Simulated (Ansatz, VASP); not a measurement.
## TaN: VASP beside Ansatz

```
Ta N
1.0
     0.00000    0.00000    2.87073
     2.92399    0.00000    0.00000
     0.00000    5.06450    0.00000
Ta N
2 2
Direct
  0.55225 0.00000 0.33333
  0.44775 0.50000 0.83333
  0.01911 0.50000 0.50000
  0.98089 0.00000 0.00000
```

Change from the starting cell: mode 5 (180.6 1/cm) frozen in, largest displacement +0.150 Å.

Alike in both runs: task single point; functional PBEsol; k mesh 20 × 20 × 12; occupations gaussian, width 0.15 eV; no spin polarisation.

|  | VASP | Ansatz |
| --- | --- | --- |
| version | VASP 6.6.1 | Ansatz 0.2.0 |
| potentials or method | VASP PAW PBE potentials, release 64 (Ta_pv, N), cutoff 520 eV | scalar-relativistic, plane waves, PAW |
| valence electrons in the cell | 32 | 36 |

Ansatz gave:

* gap on the k mesh at the Fermi level (eV): none
* pressure (GPa): 4.9
* traceless stress, the component that is largest in VASP (GPa): 3.62
* rms of the force components (eV/Å): 1.301

Task: What did VASP give for the same quantities?

Result: gap on the k mesh at the Fermi level (eV): none; pressure (GPa): 5.8; traceless stress, the component that is largest in VASP (GPa): 3.58; rms of the force components (eV/Å): 1.307.

VASP's potentials were made for PBE, not for PBEsol. Atom by atom the forces differ by 0.007 eV/Å (rms over components). A gap of «none» marks a metal or a gap that the smearing closes. VASP's potentials hold 32 valence electrons a cell and Ansatz's 36, so a difference there can come from the potentials and not from the codes.

Spin-orbit coupling is off throughout.
